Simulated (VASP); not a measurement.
# Ce (P6_3/mmc) in VASP: further runs

The runs below take Ce through electric field gradients, with LDA.

Program: VASP 6.6.1. These are calculated values, not measurements. Logs are shortened: lines on timing, memory, paths and dates and some standing lists are left out, and cuts for length are marked.

## 1. The cell of the first run

The structure is hexagonal, space group P6_3/mmc (No. 194). The conventional cell has a = 3.099 Å, b = 3.099 Å, c = 5.747 Å, α = 90.00°, β = 90.00°, γ = 120.00°. Within 4.1 Å of Ce (site symmetry -6m2) lie 12 Ce at 3.10 to 3.39 Å.

This isn't the form of Ce at room conditions, which is fcc.

## 2. Electric field gradients, LDA (23.91 Å³/atom)

INCAR reads:

```
PREC     = Accurate       # precision mode
ENCUT    = 520            # plane-wave cutoff, eV
EDIFF    = 1E-8           # SCF threshold, eV
ISMEAR   = -1             # smearing method
SIGMA    = 0.05           # smearing width, eV
LREAL    = False          # projectors in reciprocal space
LASPH    = True           # aspherical terms in the spheres
NELM     = 100            # most SCF steps
ALGO     = Normal         # electronic algorithm
ISIF     = 2              # what is computed and relaxed
LWAVE    = False          # write WAVECAR
LCHARG   = False          # write CHGCAR
GGA      = CA             # functional
LEFG     = True         
NBANDS   = 19             # bands
```

KPOINTS reads:

```
Automatic mesh
0
Gamma
  15 15 7
```

POSCAR reads:

```
Ce
1.0
    3.0994752054      0.0000000000      0.0000000000
   -1.5497376027      2.6842242663      0.0000000000
    0.0000000000      0.0000000000      5.7474207930
Ce
2
Direct
    0.3333333333      0.6666666667      0.2500000000
    0.6666666667      0.3333333333      0.7500000000
```

Potentials or basis: VASP PAW LDA potentials, release 64 (Ce).

The run is started by

```sh
$ cat potpaw_LDA.64/Ce/POTCAR > POTCAR
$ mpirun -np 1 vasp_std > vasp.out
```

OUTCAR:

```text
PREC = Accurate
   ENCUT = 520
   EDIFF = 1E-8
   ISMEAR = -1
   LREAL = False
   LASPH = True
   NELM = 100
   ISIF = 2
   GGA = CA

 ion  position               nearest neighbor table
   1  0.333  0.667  0.250-
   2  0.667  0.333  0.750-

  LATTYP: Found a hexagonal cell.
 ALAT       =     3.0994752054
 C/A-ratio  =     1.8543206227

  Lattice vectors:

 A1 = (   3.0994752054,   0.0000000000,   0.0000000000)
 A2 = (  -1.5497376027,   2.6842242663,   0.0000000000)
 A3 = (   0.0000000000,   0.0000000000,   5.7474207930)

Analysis of symmetry for initial positions (statically):
=====================================================================
 Subroutine PRICEL returns:
 Original cell was already a primitive cell.

 Routine SETGRP: Setting up the symmetry group for a
 hexagonal supercell.

 Subroutine GETGRP returns: Found 24 space group operations
 (whereof 12 operations were pure point group operations)
 out of a pool of 24 trial point group operations.

The static configuration has the point symmetry D_3d.
 The point group associated with its full space group is D_6h.

Analysis of symmetry for dynamics (positions and initial velocities):
=====================================================================
 Subroutine PRICEL returns:
 Original cell was already a primitive cell.

 Routine SETGRP: Setting up the symmetry group for a
 hexagonal supercell.

 Subroutine GETGRP returns: Found 24 space group operations
 (whereof 12 operations were pure point group operations)
 out of a pool of 24 trial point group operations.

The dynamic configuration has the point symmetry D_3d.
 The point group associated with its full space group is D_6h.

 Subroutine INISYM returns: Found 24 space group operations
 (whereof 12 operations are pure point group operations),
 and found     1 'primitive' translations

----------------------------------------------------------------------------------------

                                     Primitive cell

  volume of cell :      47.8167

  direct lattice vectors                    reciprocal lattice vectors
     3.099475205  0.000000000  0.000000000     0.322635264  0.186273556  0.000000000
    -1.549737603  2.684224266  0.000000000     0.000000000  0.372547113  0.000000000
     0.000000000  0.000000000  5.747420793     0.000000000  0.000000000  0.173991089

  length of vectors
     3.099475205  3.099475205  5.747420793     0.372547113  0.372547113  0.173991089

  position of ions in fractional coordinates (direct lattice)
     0.333333333  0.666666667  0.250000000
     0.666666667  0.333333333  0.750000000

  ion indices of the primitive-cell ions
   primitive index   ion index
                 1           1
                 2           2

----------------------------------------------------------------------------------------

 KPOINTS: Automatic mesh

Automatic generation of k-mesh.
 Grid dimensions read from file:
 generate k-points for:   15   15    7

 Generating k-lattice:

  Cartesian coordinates                     Fractional coordinates (reciprocal lattice)
     0.021509018  0.012418237  0.000000000     0.066666667  0.000000000  0.000000000
     0.000000000  0.024836474  0.000000000     0.000000000  0.066666667  0.000000000
     0.000000000  0.000000000  0.024855870     0.000000000  0.000000000  0.142857143

  Length of vectors
     0.024836474  0.024836474  0.024855870

  Shift w.r.t. Gamma in fractional coordinates (k-lattice)
     0.000000000  0.000000000  0.000000000

 Subroutine IBZKPT returns following result:
 ===========================================

 Found    108 irreducible k-points:

 Following reciprocal coordinates:
            Coordinates               Weight
  0.000000  0.000000  0.000000      1.000000
  0.066667 -0.000000  0.000000      6.000000
  0.133333  0.000000  0.000000      6.000000
  0.200000 -0.000000  0.000000      6.000000
  0.266667  0.000000  0.000000      6.000000
  0.333333 -0.000000  0.000000      6.000000
[... 16 lines left out ...]
  0.333333  0.200000  0.000000     12.000000
  0.400000  0.200000  0.000000      6.000000
 [... further k-points ...]
   k-points           NKPTS =    108   k-points in BZ     NKDIM =    108   number of bands    NBANDS=     19
   number of dos      NEDOS =    301   number of ions     NIONS =      2
   total plane-waves  NPLWV =  27648
   dimension x,y,z NGX =    24 NGY =   24 NGZ =   48
   dimension x,y,z NGXF=    48 NGYF=   48 NGZF=   96
   ions per type =               2
   NGX,Y,Z   is equivalent  to a cutoff of  12.87, 12.87, 13.88 a.u.
   NGXF,Y,Z  is equivalent  to a cutoff of  25.75, 25.75, 27.77 a.u.
 SYSTEM =  unknown system
   PREC   = accura    normal or accurate (medium, high low for compatibility)
   ISTART =      0    job   : 0-new  1-cont  2-samecut
   ICHARG =      2    charge: 1-file 2-atom 10-const
   ISPIN  =      1    spin polarized calculation?
   LNONCOLLINEAR =      F non collinear calculations
   LSORBIT =      F    spin-orbit coupling
   LASPH  =      T    aspherical Exc in radial PAW
   ENCUT  =  520.0 eV  38.22 Ry    6.18 a.u.   5.76  5.76 10.69*2*pi/ulx,y,z
   NELM   =    100;   NELMIN=  2; NELMDL= -5     # of ELM steps
   EDIFF  = 0.1E-07   stopping-criterion for ELM
   LREAL  =      F    real-space projection
   EDIFFG = 0.1E-06   stopping-criterion for IOM
   NSW    =      0    number of steps for IOM
   IBRION =     -1    ionic relax: 0-MD 1-quasi-New 2-CG
   NFREE  =      0    steps in history (QN), initial steepest desc. (CG)
   ISIF   =      2    stress and relaxation
   ISYM   =      2    0-nonsym 1-usesym 2-fastsym
   POTIM  = 0.5000    time-step for ionic-motion
   TEBEG  =    0.0;   TEEND  =   0.0 temperature during run
   PSTRESS=    0.0 pullay stress
   NELECT =      24.0000    total number of electrons
   NUPDOWN=      -1.0000    fix difference up-down
   EMIN   =  10.00;   EMAX   =-10.00  energy-range for DOS
   EFERMI =   0.00;   METHOD = LEGACY
   ISMEAR =    -1;   SIGMA  =   0.05  broadening in eV -4-tet -1-fermi 0-gaus
   EFERMI_NEDOS =   21; number of points for ismear=-14 and -15
   IALGO  =     38    algorithm
   IMIX   =      4    mixing-type and parameters
     AMIX     =   0.40;   BMIX     =  1.00
     AMIX_MAG =   1.60;   BMIX_MAG =  1.00
  volume/ion in A,a.u.               =      23.91       161.34
  Fermi-wavevector in a.u.,A,eV,Ry     =   1.301024  2.458579 23.030079  1.692663
  Thomas-Fermi vector in A             =   2.432185
   LORBIT       =      0    0 simple, 1 ext, 2 COOP (PROOUT), +10 PAW based schemes
   GGA     = CA    functional components
   LHFCALC =     F    Hartree Fock is set to
   AEXX    =    0.0000 exact exchange contribution
   IVDW    =     0    specifies the selected vdW correction
   LEPSILON=     F    determine dielectric tensor
   LRPA    =     F    only Hartree local field effects (RPA)
 non-spin polarized calculation
  energy-cutoff  :      520.00
  volume of cell :       47.82
 maximum number of plane-waves:      1305
 NGX is ok and might be reduce to    24
   NGX = 11   NGY = 11   NGZ = 21

 number of electron      24.0000000 magnetization

 Free energy of the ion-electron system (eV)
  ---------------------------------------------------
  ext. energy  EPLUGINS =         0.00000000
  ---------------------------------------------------
  free energy    TOTEN  =       -13.64990153 eV

  energy without entropy =      -13.60190536  energy(sigma->0) =      -13.62590345

 E-fermi :  10.1770     XC(G=0): -11.9834

 val. band max:       10.1762653122   @ k =   0.0667  -0.0000   0.0000
 cond. band min:      10.1795623780   @ k =   0.4667   0.0000   0.0000
 fundamental gap:      0.0032970658
 Fermi energy:        10.1770072817

 k-point     1 :       0.0000    0.0000    0.0000
  band No.  band energies     occupation
      1     -24.5191      2.00000
      2     -24.0484      2.00000
      3      -8.6072      2.00000
      4      -5.6872      2.00000
      5      -5.0690      2.00000
      6      -5.0690      2.00000
[... 11 lines left out ...]
     18      10.9534      0.00000
     19      10.9539      0.00000

 k-point     2 :       0.0667   -0.0000    0.0000
  band No.  band energies     occupation
      1     -24.4854      2.00000
      2     -24.0219      2.00000
      3      -8.5588      2.00000
      4      -5.6847      2.00000
      5      -5.2803      2.00000
      6      -5.1236      2.00000
[... 476 lines left out ...]
 k-point    24 :       0.4000    0.2000    0.0000
  band No.  band energies     occupation
      1     -23.5052      2.00000
      2     -23.4048      2.00000
      3      -8.5799      2.00000
      4      -8.2179      2.00000
      5      -7.0712      2.00000
      6      -6.7648      2.00000
[... 11 lines left out ...]
     18      11.0810      0.00000
     19      11.1037      0.00000

 [... further k-points ...]
[... 5 lines left out ...]
  --------------------------------------------------------------------------------------
  -------------------------------------------------------------------------------------
  Total       -0.9839081     -0.9839081     -0.9162795      0.0000000      0.0000000      0.0000000
  in kB      -32.9674358    -32.9674358    -30.7014290      0.0000000      0.0000000      0.0000000
  external PRESSURE =     -32.2121002 kB  Pullay stress =       0.0000000 kB

 VOLUME and BASIS-vectors are now :
 -----------------------------------------------------------------------------
  energy-cutoff  :      520.00
  volume of cell :       47.82
      direct lattice vectors                 reciprocal lattice vectors
     3.099475205  0.000000000  0.000000000     0.322635264  0.186273556  0.000000000
    -1.549737603  2.684224266  0.000000000     0.000000000  0.372547113  0.000000000
     0.000000000  0.000000000  5.747420793     0.000000000  0.000000000  0.173991089

 POSITION                                       TOTAL-FORCE (eV/Angst)
 -----------------------------------------------------------------------------------
     -0.00000      1.78948      1.43686        -0.000000      0.000000      0.000000
      1.54974      0.89474      4.31057         0.000000     -0.000000      0.000000
 -----------------------------------------------------------------------------------
    total drift:                               -0.000000      0.000000     -0.000000

  FREE ENERGIE OF THE ION-ELECTRON SYSTEM (eV)
  ---------------------------------------------------
  free  energy   TOTEN  =       -13.6499015348 eV

  energy  without entropy=      -13.6019053555  energy(sigma->0) =      -13.62590345

 Electric field gradients (V/A^2)
---------------------------------------------------------------------
 ion       V_xx      V_yy      V_zz      V_xy      V_xz      V_yz
---------------------------------------------------------------------
   1      63.049    63.049  -126.099    -0.000     0.000    -0.000
   2      63.049    63.049  -126.099    -0.000    -0.000     0.000
---------------------------------------------------------------------

 Electric field gradients after diagonalization (V/A^2)
 (convention: |V_zz| > |V_xx| > |V_yy|)
----------------------------------------------------------------------
 ion       V_xx      V_yy      V_zz     asymmetry (V_yy - V_xx)/ V_zz
----------------------------------------------------------------------
   1      63.049    63.049  -126.099       0.000
   2      63.049    63.049  -126.099       0.000
----------------------------------------------------------------------

           NMR quadrupolar parameters

 Cq : quadrupolar parameter    Cq=e*Q*V_zz/h
 eta: asymmetry parameters     (V_yy - V_xx)/ V_zz
 Q  : nuclear electric quadrupole moment in mb (millibarn)
----------------------------------------------------------------------
 ion       Cq(MHz)       eta       Q (mb)
----------------------------------------------------------------------
   1      -0.305       0.000       1.000
   2      -0.305       0.000       1.000
----------------------------------------------------------------------
```

Wall time 1.9 min (1 thread of Oxide Virtual Turin-like, shared host); peak memory 0.19 GiB.

What came out:

```
Free energy                             : -13.6499 eV
Pressure                                : -3.2 GPa
Band gap on the k mesh                  : zero (bands 12 and 13 overlap by 0.56 eV)
Largest electric field gradient by atom : Ce -126.1 V/Å²
```

Stress tensor (GPa, compression positive):
```
-3.30  0.00  0.00
 0.00 -3.30  0.00
 0.00  0.00 -3.07
```

Electric field gradients, principal values (V/Å²):
```tsv
atom	least	middle	greatest (by size)
1 Ce	63.049	63.049	-126.099
2 Ce	63.049	63.049	-126.099
```

Caveat: the cell stands under tension; without QUAD_EFG the Cq values of the log hold for a quadrupole moment of 1 mb, not for the nuclei; spin-orbit coupling is left out, which moves the levels of the heavy elements; semilocal functionals describe open f shells poorly, which spoils levels, moments and volumes. Spin polarisation is off, so any magnetic state and its effect on volume and gap are missing.

[end of part 1 of 2]
